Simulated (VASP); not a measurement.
# BN (P6_3mc) in VASP: single point with PBEsol

Aim: the single point of BN with PBEsol.

Program: VASP 6.6.1. These are calculated values, not measurements. Logs are shortened: lines on timing, memory, paths and dates and some standing lists are left out, and cuts for length are marked.

**1. The cell of the first run**

The structure is hexagonal, space group P6_3mc (No. 186). The conventional cell has a = 2.554 Å, b = 2.554 Å, c = 4.227 Å, α = 90.00°, β = 90.00°, γ = 120.00°. B (site symmetry 3m) has 4 N at 1.57 to 1.58 Å within 2.1 Å. N (site symmetry 3m) has 4 B at 1.57 to 1.58 Å within 2.1 Å.

**2. Single point, PBEsol**

INCAR

```
PREC = Accurate
ENCUT = 520
EDIFF = 1E-6
ISMEAR = 0
SIGMA = 0.05
LREAL = False
LASPH = True
NELM = 80
ALGO = Normal
ISIF = 2
LWAVE = False
LCHARG = False
GGA = PS
NBANDS = 16
```

KPOINTS

```
Automatic mesh
0
Gamma
  18 18 10
```

POSCAR

```
BN
1.0
    2.5539396000      0.0000000000      0.0000000000
   -1.2769698000      2.2117765700      0.0000000000
    0.0000000000      0.0000000000      4.2268550000
B N
2 2
Direct
    0.6666666700      0.3333333300      0.9997240000
    0.3333333300      0.6666666700      0.4997240000
    0.6666666700      0.3333333300      0.6252760000
    0.3333333300      0.6666666700      0.1252760000
```

Potentials or basis: VASP PAW PBE potentials, release 64 (B, N).

On the command line:

```bash
$ cat potpaw_PBE.64/B/POTCAR potpaw_PBE.64/N/POTCAR > POTCAR
$ mpirun -np 1 vasp_std > vasp.out
```

OUTCAR:

```text
PREC = Accurate
   ENCUT = 520
   EDIFF = 1E-6
   ISMEAR = 0
   LREAL = False
   LASPH = True
   NELM = 80
   ISIF = 2
   GGA = PS

 ion  position               nearest neighbor table
   1  0.667  0.333  1.000-   4 1.57   4 1.57   4 1.57   3 1.58
   2  0.333  0.667  0.500-   3 1.57   3 1.57   3 1.57   4 1.58
   3  0.667  0.333  0.625-   2 1.57   2 1.57   2 1.57   1 1.58
   4  0.333  0.667  0.125-   1 1.57   1 1.57   1 1.57   2 1.58

  LATTYP: Found a hexagonal cell.
 ALAT       =     2.5539396000
 C/A-ratio  =     1.6550332670

  Lattice vectors:

 A1 = (   2.5539396000,   0.0000000000,   0.0000000000)
 A2 = (  -1.2769698000,   2.2117765700,   0.0000000000)
 A3 = (   0.0000000000,   0.0000000000,   4.2268550000)

Analysis of symmetry for initial positions (statically):
=====================================================================
 Subroutine PRICEL returns:
 Original cell was already a primitive cell.

 Routine SETGRP: Setting up the symmetry group for a
 hexagonal supercell.

 Subroutine GETGRP returns: Found 12 space group operations
 (whereof  6 operations were pure point group operations)
 out of a pool of 24 trial point group operations.

The static configuration has the point symmetry C_3v.
 The point group associated with its full space group is C_6v.

Analysis of symmetry for dynamics (positions and initial velocities):
=====================================================================
 Subroutine PRICEL returns:
 Original cell was already a primitive cell.

 Routine SETGRP: Setting up the symmetry group for a
 hexagonal supercell.

 Subroutine GETGRP returns: Found 12 space group operations
 (whereof  6 operations were pure point group operations)
 out of a pool of 24 trial point group operations.

The dynamic configuration has the point symmetry C_3v.
 The point group associated with its full space group is C_6v.

 Subroutine INISYM returns: Found 12 space group operations
 (whereof  6 operations are pure point group operations),
 and found     1 'primitive' translations

----------------------------------------------------------------------------------------

                                     Primitive cell

  volume of cell :      23.8764

  direct lattice vectors                    reciprocal lattice vectors
     2.553939600  0.000000000  0.000000000     0.391551938  0.226062617  0.000000000
    -1.276969800  2.211776570  0.000000000     0.000000000  0.452125234  0.000000000
[... 92 lines left out ...]
   NSW    =      0    number of steps for IOM
   IBRION =     -1    ionic relax: 0-MD 1-quasi-New 2-CG
   NFREE  =      0    steps in history (QN), initial steepest desc. (CG)
   ISIF   =      2    stress and relaxation
   ISYM   =      2    0-nonsym 1-usesym 2-fastsym
   POTIM  = 0.5000    time-step for ionic-motion
   TEBEG  =    0.0;   TEEND  =   0.0 temperature during run
   PSTRESS=    0.0 pullay stress
   NELECT =      16.0000    total number of electrons
   NUPDOWN=      -1.0000    fix difference up-down
   EMIN   =  10.00;   EMAX   =-10.00  energy-range for DOS
   EFERMI =   0.00;   METHOD = LEGACY
   ISMEAR =     0;   SIGMA  =   0.05  broadening in eV -4-tet -1-fermi 0-gaus
   EFERMI_NEDOS =   21; number of points for ismear=-14 and -15
   IALGO  =     38    algorithm
   IMIX   =      4    mixing-type and parameters
     AMIX     =   0.40;   BMIX     =  1.00
     AMIX_MAG =   1.60;   BMIX_MAG =  1.00
  volume/ion in A,a.u.               =       5.97        40.28
  Fermi-wavevector in a.u.,A,eV,Ry     =   1.432600  2.707222 27.923836  2.052344
  Thomas-Fermi vector in A             =   2.552210
   LORBIT       =      0    0 simple, 1 ext, 2 COOP (PROOUT), +10 PAW based schemes
   GGA     = PS    functional components
   LHFCALC =     F    Hartree Fock is set to
   AEXX    =    0.0000 exact exchange contribution
   IVDW    =     0    specifies the selected vdW correction
   LEPSILON=     F    determine dielectric tensor
   LRPA    =     F    only Hartree local field effects (RPA)
 non-spin polarized calculation
 Gauss-broadening in eV      SIGMA  =   0.05
  energy-cutoff  :      520.00
  volume of cell :       23.88
 maximum number of plane-waves:       660
 NGX is ok and might be reduce to    20
   NGX =  9   NGY =  9   NGZ = 15

 number of electron      16.0000000 magnetization

 Free energy of the ion-electron system (eV)
  ---------------------------------------------------
  ext. energy  EPLUGINS =         0.00000000
  ---------------------------------------------------
  free energy    TOTEN  =       -36.62079971 eV

  energy without entropy =      -36.62079971  energy(sigma->0) =      -36.62079971

 E-fermi :   7.5818     XC(G=0): -12.9557

 val. band max:        7.3930032976   @ k =   0.0000   0.0000   0.0000
 cond. band min:      12.3617381851   @ k =   0.3333   0.3333   0.0000
 fundamental gap:      4.9687348875
 Fermi energy:         7.5817575381

 k-point     1 :       0.0000    0.0000    0.0000
  band No.  band energies     occupation
      1     -12.9189      2.00000
      2      -8.7689      2.00000
      3      -3.5247      2.00000
      4       5.2829      2.00000
      5       5.2829      2.00000
      6       7.1133      2.00000
[... 433 lines left out ...]
      3      -1.8752      2.00000
      4      -0.0661      2.00000
      5       0.4239      2.00000
      6       1.7284      2.00000
[... 8 lines left out ...]
     15      23.2624      0.00000
     16      24.4617      0.00000

 [... further k-points ...]

------------------------ aborting loop because EDIFF is reached ----------------------------------------

  FORCE on cell =-STRESS in cart. coord.  units (eV):
  Direction    XX          YY          ZZ          XY          YZ          ZX
  --------------------------------------------------------------------------------------
  -------------------------------------------------------------------------------------
  Total       -0.7666152     -0.7666152     -0.8611555      0.0000000      0.0000000      0.0000000
  in kB      -51.4421135    -51.4421133    -57.7860400      0.0000000      0.0000000      0.0000000
  external PRESSURE =     -53.5567556 kB  Pullay stress =       0.0000000 kB

 VOLUME and BASIS-vectors are now :
 -----------------------------------------------------------------------------
  energy-cutoff  :      520.00
  volume of cell :       23.88
      direct lattice vectors                 reciprocal lattice vectors
     2.553939600  0.000000000  0.000000000     0.391551938  0.226062617  0.000000000
    -1.276969800  2.211776570  0.000000000     0.000000000  0.452125234  0.000000000
     0.000000000  0.000000000  4.226855000     0.000000000  0.000000000  0.236582518

 POSITION                                       TOTAL-FORCE (eV/Angst)
 -----------------------------------------------------------------------------------
      1.27697      0.73726      4.22569        -0.000000     -0.000000      0.009967
     -0.00000      1.47452      2.11226         0.000000      0.000000      0.009967
      1.27697      0.73726      2.64295        -0.000000      0.000000     -0.009967
     -0.00000      1.47452      0.52952        -0.000000     -0.000000     -0.009967
 -----------------------------------------------------------------------------------
    total drift:                                0.000001     -0.000000      0.000409

  FREE ENERGIE OF THE ION-ELECTRON SYSTEM (eV)
  ---------------------------------------------------
  free  energy   TOTEN  =       -36.6207997115 eV

  energy  without entropy=      -36.6207997115  energy(sigma->0) =      -36.62079971
```

It took 64 s on 1 thread of Intel Xeon Platinum 8175M at 2.50GHz (Skylake/Cascade Lake), shared host; peak memory 0.18 GiB.

Results:

```yaml
Free_energy: -36.6208 eV
Pressure: -5.4 GPa
Largest_force: 0.010 eV/Å
Band_gap_on_the_k_mesh: 4.97 eV, indirect (least direct gap 8.13 eV)
```

Forces on the atoms (eV/Å):
```
B    0.000  0.000  0.010
B    0.000  0.000  0.010
N    0.000  0.000 -0.010
N    0.000  0.000 -0.010
```

Stress tensor (GPa, compression positive):
```
-5.14  0.00  0.00
 0.00 -5.14  0.00
 0.00  0.00 -5.78
```

Caveat: the PAW data sets were made with another functional, which shifts forces and pressure a little. As with any semilocal functional, this PBEsol gap is likely too small.
